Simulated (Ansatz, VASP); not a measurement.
## Zr16N15: VASP beside Ansatz

```xyz
31
Lattice="4.5947 -4.5947 -4.5947 -4.5947 -4.5947 4.5947 -4.5947 4.5947 -4.5947" Properties=species:S:1:pos:R:3 pbc="T T T"
Zr   -2.2231   -4.6219    2.3246
Zr   -6.8177   -2.2700   -0.0273
Zr   -2.3716   -0.0273   -2.2700
Zr   -4.5947   -2.3194    2.3416
Zr   -2.3716   -2.2700   -0.0273
Zr   -4.5947   -4.6514   -4.6514
Zr   -4.5947    2.3416   -2.3194
Zr   -2.2973   -4.6126   -2.2793
Zr   -4.5947    0.2234    0.2234
Zr   -2.2973   -6.8740   -0.0180
Zr    2.2973   -4.6126   -2.2793
Zr   -4.5947   -2.5207   -2.5207
Zr   -2.2973   -2.2793   -4.6126
Zr   -4.5947   -4.6389    0.0220
Zr    0.0000   -2.2406   -2.2406
Zr    0.0000   -4.5726   -0.0443
N    -4.5947   -1.1487   -1.1487
N     0.0000    0.0048   -2.3022
N    -2.2973   -2.2970    2.2977
N     0.0000   -2.3022    0.0048
N    -6.9091    0.0254    0.0254
N    -2.2973    2.2977   -2.2970
N     0.0000   -4.5689   -2.2030
N    -2.2802    0.0254    0.0254
N     0.0000   -6.9178   -0.0944
N     0.0000   -0.0944   -6.9178
N    -2.2802   -2.3227   -2.3227
N     0.0000   -2.2030   -4.5689
N    -2.2973   -4.5950   -0.0003
N     2.2802   -2.3227   -2.3227
N    -2.2973   -0.0003   -4.5950
```

Change from the starting cell: atom 17 (N) set half-way to the vacancy, atoms relaxed in the symmetry of that start.

Alike in both runs: functional PBE; k mesh 4 × 4 × 4; occupations gaussian, width 0.1 eV; no spin polarisation.

Ansatz relaxed the structure, and its values are those at the end. VASP's run is a single point on that final structure, the one shown.

|  | VASP | Ansatz |
| --- | --- | --- |
| version | VASP 6.6.1 | Ansatz 0.2.0 |
| potentials or method | VASP PAW PBE potentials, release 64 (Zr_sv, N), cutoff 520 eV | scalar-relativistic, plane waves, PAW |
| valence electrons in the cell | 267 | 267 |

|  | VASP | Ansatz | Ansatz less VASP |
| --- | --- | --- | --- |
| gap on the k mesh at the Fermi level (eV) | none | none | - |
| pressure (GPa) | 4.7 | 4.5 | -0.24 |
| rms of the force components (eV/Å) | 0.006 | 0.003 | -0.0027 |

A gap of «none» marks a metal or a gap that the smearing closes. Ansatz's warnings: stress scf threshold loose.
